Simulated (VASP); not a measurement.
# Re (P6_3/mmc) in VASP: further runs

Runs on Re. Level: PBEsol. Tasks: single point.

Program: VASP 6.6.1. These are calculated values, not measurements. Logs are shortened: lines on timing, memory, paths and dates and some standing lists are left out, and cuts for length are marked.

## Step 1: The cell of the first run

The structure is hexagonal, space group P6_3/mmc (No. 194). The conventional cell has a = 2.603 Å, b = 2.603 Å, c = 4.120 Å, α = 90.00°, β = 90.00°, γ = 120.00°. Re (site symmetry -6m2) has 12 Re at 2.55 to 2.60 Å within 3.4 Å.

## Step 2: Single point, PBEsol (zz strain of -1 %)

INCAR reads:

```
SYSTEM = Re
  PREC = Accurate
  ENCUT = 520
  EDIFF = 1E-6
  ISMEAR = -1
  SIGMA = 0.05
  LREAL = .FALSE.
  LASPH = .TRUE.
  NELM = 100
  ALGO = Normal
  ISIF = 2
  LWAVE = .FALSE.
  LCHARG = .FALSE.
  GGA = PS
  NBANDS = 14
```

KPOINTS reads:

```
regular mesh
0
G
  18 18 10
  0 0 0
```

POSCAR reads:

```
Re
1.0
    2.6029010724      0.0000000000      0.0000000000
   -1.3014505362      2.2541784522      0.0000000000
    0.0000000000      0.0000000000      4.1203800000
Re
2
Direct
    0.3333333333      0.6666666667      0.2500000000
    0.6666666667      0.3333333333      0.7500000000
```

Potentials or basis: VASP PAW PBE potentials, release 64 (Re).

Launch:

```console
$ cat potpaw_PBE.64/Re/POTCAR > POTCAR
$ mpirun -np 1 vasp_std > vasp.out
```

OUTCAR:

```text
SYSTEM = Re
   PREC = Accurate
   ENCUT = 520
   EDIFF = 1E-6
   ISMEAR = -1
   LREAL = .FALSE.
   LASPH = .TRUE.
   NELM = 100
   ISIF = 2
   GGA = PS

 ion  position               nearest neighbor table
   1  0.333  0.667  0.250-   2 2.55   2 2.55   2 2.55   2 2.55   2 2.55   2 2.55
   2  0.667  0.333  0.750-   1 2.55   1 2.55   1 2.55   1 2.55   1 2.55   1 2.55

  LATTYP: Found a hexagonal cell.
 ALAT       =     2.6029010724
 C/A-ratio  =     1.5829952370

  Lattice vectors:

 A1 = (   2.6029010724,   0.0000000000,   0.0000000000)
 A2 = (  -1.3014505362,   2.2541784522,   0.0000000000)
 A3 = (   0.0000000000,   0.0000000000,   4.1203800000)

Analysis of symmetry for initial positions (statically):
=====================================================================
 Subroutine PRICEL returns:
 Original cell was already a primitive cell.

 Routine SETGRP: Setting up the symmetry group for a
 hexagonal supercell.

 Subroutine GETGRP returns: Found 24 space group operations
 (whereof 12 operations were pure point group operations)
 out of a pool of 24 trial point group operations.

The static configuration has the point symmetry D_3d.
 The point group associated with its full space group is D_6h.

Analysis of symmetry for dynamics (positions and initial velocities):
=====================================================================
 Subroutine PRICEL returns:
 Original cell was already a primitive cell.

 Routine SETGRP: Setting up the symmetry group for a
 hexagonal supercell.

 Subroutine GETGRP returns: Found 24 space group operations
 (whereof 12 operations were pure point group operations)
 out of a pool of 24 trial point group operations.

The dynamic configuration has the point symmetry D_3d.
 The point group associated with its full space group is D_6h.

 Subroutine INISYM returns: Found 24 space group operations
 (whereof 12 operations are pure point group operations),
 and found     1 'primitive' translations

----------------------------------------------------------------------------------------

                                     Primitive cell

  volume of cell :      24.1759

  direct lattice vectors                    reciprocal lattice vectors
     2.602901072  0.000000000  0.000000000     0.384186710  0.221810301  0.000000000
    -1.301450536  2.254178452  0.000000000     0.000000000  0.443620601  0.000000000
     0.000000000  0.000000000  4.120380000     0.000000000  0.000000000  0.242696062

  length of vectors
     2.602901072  2.602901072  4.120380000     0.443620601  0.443620601  0.242696062

  position of ions in fractional coordinates (direct lattice)
     0.333333333  0.666666667  0.250000000
     0.666666667  0.333333333  0.750000000

  ion indices of the primitive-cell ions
   primitive index   ion index
                 1           1
                 2           2

----------------------------------------------------------------------------------------

 KPOINTS: regular mesh

Automatic generation of k-mesh.
 Grid dimensions read from file:
 generate k-points for:   18   18   10

 Generating k-lattice:

  Cartesian coordinates                     Fractional coordinates (reciprocal lattice)
     0.021343706  0.012322794  0.000000000     0.055555556  0.000000000  0.000000000
     0.000000000  0.024645589  0.000000000     0.000000000  0.055555556  0.000000000
     0.000000000  0.000000000  0.024269606     0.000000000  0.000000000  0.100000000

  Length of vectors
     0.024645589  0.024645589  0.024269606

  Shift w.r.t. Gamma in fractional coordinates (k-lattice)
     0.000000000  0.000000000  0.000000000

 Subroutine IBZKPT returns following result:
 ===========================================

 Found    222 irreducible k-points:

 Following reciprocal coordinates:
            Coordinates               Weight
  0.000000  0.000000  0.000000      1.000000
  0.055556  0.000000  0.000000      6.000000
  0.111111  0.000000  0.000000      6.000000
  0.166667  0.000000  0.000000      6.000000
  0.222222  0.000000  0.000000      6.000000
  0.277778  0.000000  0.000000      6.000000
[... 16 lines left out ...]
  0.333333  0.111111  0.000000     12.000000
  0.388889  0.111111  0.000000     12.000000
 [... further k-points ...]
   k-points           NKPTS =    222   k-points in BZ     NKDIM =    222   number of bands    NBANDS=     14
   number of dos      NEDOS =    301   number of ions     NIONS =      2
   total plane-waves  NPLWV =  12800
   dimension x,y,z NGX =    20 NGY =   20 NGZ =   32
   dimension x,y,z NGXF=    40 NGYF=   40 NGZF=   64
   ions per type =               2
   NGX,Y,Z   is equivalent  to a cutoff of  12.77, 12.77, 12.91 a.u.
   NGXF,Y,Z  is equivalent  to a cutoff of  25.55, 25.55, 25.82 a.u.
 SYSTEM =  Re
   PREC   = accura    normal or accurate (medium, high low for compatibility)
   ISTART =      0    job   : 0-new  1-cont  2-samecut
   ICHARG =      2    charge: 1-file 2-atom 10-const
   ISPIN  =      1    spin polarized calculation?
   LNONCOLLINEAR =      F non collinear calculations
   LSORBIT =      F    spin-orbit coupling
   LASPH  =      T    aspherical Exc in radial PAW
   ENCUT  =  520.0 eV  38.22 Ry    6.18 a.u.   4.84  4.84  7.66*2*pi/ulx,y,z
   NELM   =    100;   NELMIN=  2; NELMDL= -5     # of ELM steps
   EDIFF  = 0.1E-05   stopping-criterion for ELM
   LREAL  =      F    real-space projection
   EDIFFG = 0.1E-04   stopping-criterion for IOM
   NSW    =      0    number of steps for IOM
   IBRION =     -1    ionic relax: 0-MD 1-quasi-New 2-CG
   NFREE  =      0    steps in history (QN), initial steepest desc. (CG)
   ISIF   =      2    stress and relaxation
   ISYM   =      2    0-nonsym 1-usesym 2-fastsym
   POTIM  = 0.5000    time-step for ionic-motion
   TEBEG  =    0.0;   TEEND  =   0.0 temperature during run
   PSTRESS=    0.0 pullay stress
   NELECT =      14.0000    total number of electrons
   NUPDOWN=      -1.0000    fix difference up-down
   EMIN   =  10.00;   EMAX   =-10.00  energy-range for DOS
   EFERMI =   0.00;   METHOD = LEGACY
   ISMEAR =    -1;   SIGMA  =   0.05  broadening in eV -4-tet -1-fermi 0-gaus
   EFERMI_NEDOS =   21; number of points for ismear=-14 and -15
   IALGO  =     38    algorithm
   IMIX   =      4    mixing-type and parameters
     AMIX     =   0.40;   BMIX     =  1.00
     AMIX_MAG =   1.60;   BMIX_MAG =  1.00
  volume/ion in A,a.u.               =      12.09        81.57
  Fermi-wavevector in a.u.,A,eV,Ry     =   1.364551  2.578627 25.334040  1.861999
  Thomas-Fermi vector in A             =   2.490857
   LORBIT       =      0    0 simple, 1 ext, 2 COOP (PROOUT), +10 PAW based schemes
   GGA     = PS    functional components
   LHFCALC =     F    Hartree Fock is set to
   AEXX    =    0.0000 exact exchange contribution
   IVDW    =     0    specifies the selected vdW correction
   LEPSILON=     F    determine dielectric tensor
   LRPA    =     F    only Hartree local field effects (RPA)
 non-spin polarized calculation
  energy-cutoff  :      520.00
  volume of cell :       24.18
 maximum number of plane-waves:       675
 NGX is ok and might be reduce to    20
   NGX =  9   NGY =  9   NGZ = 15

 number of electron      14.0000000 magnetization

 Free energy of the ion-electron system (eV)
  ---------------------------------------------------
  ext. energy  EPLUGINS =         0.00000000
  ---------------------------------------------------
  free energy    TOTEN  =       -25.26266647 eV

  energy without entropy =      -25.25101727  energy(sigma->0) =      -25.25684187

 E-fermi :  10.3361     XC(G=0): -14.9130

 val. band max:       10.3220548676   @ k =   0.3889   0.1111   0.2000
 cond. band min:      10.3515579005   @ k =   0.2222   0.0000   0.0000
 fundamental gap:      0.0295030329
 Fermi energy:        10.3361436847

 k-point     1 :       0.0000    0.0000    0.0000
  band No.  band energies     occupation
      1      -0.8870      2.00000
      2       2.1002      2.00000
      3       8.0759      2.00000
      4       8.0759      2.00000
      5       8.4759      2.00000
      6       9.3067      2.00000
      7       9.3067      2.00000
      8      10.2705      1.57603
      9      10.2705      1.57603
     10      11.9042      0.00000
     11      14.6666      0.00000
     12      14.6666      0.00000
     13      23.2757      0.00000
     14      24.5921      0.00000

 k-point     2 :       0.0556    0.0000    0.0000
  band No.  band energies     occupation
      1      -0.7268      2.00000
      2       2.2482      2.00000
      3       7.6786      2.00000
      4       8.2245      2.00000
      5       8.8143      2.00000
      6       9.1883      2.00000
      7       9.4486      2.00000
      8      10.0295      1.99567
      9      10.1332      1.96602
     10      11.2842      0.00000
     11      14.7788      0.00000
     12      15.5328      0.00000
     13      23.3531      0.00000
     14      24.9647      0.00000

 k-point     3 :       0.1111    0.0000    0.0000
  band No.  band energies     occupation
      1      -0.2641      2.00000
      2       2.6587      2.00000
      3       7.0817      2.00000
      4       8.6655      2.00000
      5       8.8416      2.00000
      6       9.1191      2.00000
      7       9.3496      2.00000
      8       9.7766      1.99997
      9       9.8685      1.99983
     10      10.6134      0.00778
     11      15.0603      0.00000
     12      17.1448      0.00000
     13      23.4749      0.00000
     14      26.0170      0.00000
[... 324 lines left out ...]
 k-point    23 :       0.3333    0.1111    0.0000
  band No.  band energies     occupation
      1       3.3049      2.00000
      2       3.6498      2.00000
      3       3.9879      2.00000
      4       7.1720      2.00000
      5       7.4477      2.00000
      6       9.0805      2.00000
      7       9.2857      2.00000
      8      13.4109      0.00000
      9      14.5539      0.00000
     10      15.9845      0.00000
     11      16.4312      0.00000
     12      22.4649      0.00000
     13      23.1526      0.00000
     14      24.8006      0.00000

 k-point    24 :       0.3889    0.1111    0.0000
  band No.  band energies     occupation
      1       3.1128      2.00000
      2       3.6220      2.00000
      3       3.7360      2.00000
      4       7.3843      2.00000
      5       7.8188      2.00000
      6       8.8458      2.00000
      7       9.7480      1.99998
      8      14.6109      0.00000
      9      15.2596      0.00000
     10      16.0318      0.00000
     11      17.7412      0.00000
     12      21.0459      0.00000
     13      23.0083      0.00000
     14      23.4618      0.00000

 [... further k-points ...]

------------------------ aborting loop because EDIFF is reached ----------------------------------------

  FORCE on cell =-STRESS in cart. coord.  units (eV):
  Direction    XX          YY          ZZ          XY          YZ          ZX
  --------------------------------------------------------------------------------------
  -------------------------------------------------------------------------------------
  Total       16.0642617     16.0642617     18.5820335     -0.0000000     -0.0000000      0.0000000
  in kB     1064.6040829   1064.6040829   1231.4608050     -0.0000000     -0.0000000      0.0000000
  external PRESSURE =    1120.2229903 kB  Pullay stress =       0.0000000 kB

 VOLUME and BASIS-vectors are now :
 -----------------------------------------------------------------------------
  energy-cutoff  :      520.00
  volume of cell :       24.18
      direct lattice vectors                 reciprocal lattice vectors
     2.602901072  0.000000000  0.000000000     0.384186710  0.221810301  0.000000000
    -1.301450536  2.254178452  0.000000000     0.000000000  0.443620601  0.000000000
     0.000000000  0.000000000  4.120380000     0.000000000  0.000000000  0.242696062

 POSITION                                       TOTAL-FORCE (eV/Angst)
 -----------------------------------------------------------------------------------
     -0.00000      1.50279      1.03009        -0.000000      0.000000      0.000000
      1.30145      0.75139      3.09028         0.000000     -0.000000      0.000000
 -----------------------------------------------------------------------------------
    total drift:                                0.000000     -0.000000     -0.000000

  FREE ENERGIE OF THE ION-ELECTRON SYSTEM (eV)
  ---------------------------------------------------
  free  energy   TOTEN  =       -25.2626664746 eV

  energy  without entropy=      -25.2510172741  energy(sigma->0) =      -25.25684187
```

Run time: 99 s. Hardware: 1 thread of Intel Xeon Platinum 8488C (Sapphire Rapids), shared host; peak memory 0.19 GiB.

What came out:

| Quantity | Value |
| --- | --- |
| Free energy | -25.2627 eV |
| Pressure | 112.0 GPa |
| Band gap on the k mesh | zero (bands 7 and 8 overlap by 4.79 eV) |

Stress tensor (GPa, compression positive):
```
106.46   0.00   0.00
  0.00 106.46   0.00
  0.00   0.00 123.15
```

Caveat: the cell differs from its parent crystal (zz strain of -1 %); the cell stands under pressure; the PAW data sets were made with another functional, which shifts forces and pressure a little; spin-orbit coupling is left out, which moves the levels of the heavy elements.

## Step 3: Single point, PBEsol (zz strain of +1 %)

INCAR reads:

```
SYSTEM = Re
ALGO = Normal
EDIFF = 1E-6
ENCUT = 520
GGA = PS
ISIF = 2
ISMEAR = -1
LASPH = .TRUE.
LCHARG = .TRUE.
LELF = .TRUE.
LREAL = .FALSE.
LVHAR = .TRUE.
LWAVE = .FALSE.
NBANDS = 14
NELM = 80
PREC = Accurate
SIGMA = 0.05
```

KPOINTS reads:

```
k-points
0
G
  18 18 10
  0 0 0
```

Edit POSCAR of step 2 so:

```diff
@@ -4,3 +4,3 @@
    -1.3014505362      2.2541784522      0.0000000000
-    0.0000000000      0.0000000000      4.1203800000
+    0.0000000000      0.0000000000      4.2036200000
 Re
```

Potentials or basis: VASP PAW PBE potentials, release 64 (Re).

Launch:

```console
$ cat potpaw_PBE.64/Re/POTCAR > POTCAR
$ mpirun -np 1 vasp_std > vasp.out
```

Run time: 1.9 min. Hardware: 1 thread of Intel Xeon Platinum 8488C (Sapphire Rapids), shared host; peak memory 0.19 GiB.

The run converged. Its results:

```yaml
Free_energy: -25.5959 eV
Pressure: 95.7 GPa
Band_gap_on_the_k_mesh: zero (bands 7 and 8 overlap by 4.49 eV)
```

Stress tensor (GPa, compression positive):
```
95.58  0.00  0.00
 0.00 95.58  0.00
 0.00  0.00 95.81
```

Levels at points of the mesh, in eV from the Fermi level:
```csv
k point,band 4,band 5,band 6,band 7,band 8,band 9,band 10,band 11
"(0.00, 0.00, 0.00)",-2.15,-2.13,-1.04,-1.04,0.16,0.16,1.17,4.23
"(0.50, 0.00, 0.00)",-2.61,-1.69,-1.65,-0.70,5.16,5.71,5.88,7.85
"(0.00, 0.00, 0.50)",-2.92,-2.31,-2.31,-2.31,-2.31,3.27,3.27,3.27
"(0.50, 0.00, 0.50)",-5.30,0.40,0.40,1.43,1.43,5.57,5.57,6.13
```

Caveat: the cell differs from its parent crystal (zz strain of +1 %); the cell stands under pressure; the PAW data sets were made with another functional, which shifts forces and pressure a little; spin-orbit coupling is left out, which moves the levels of the heavy elements.

[end of part 1 of 2]
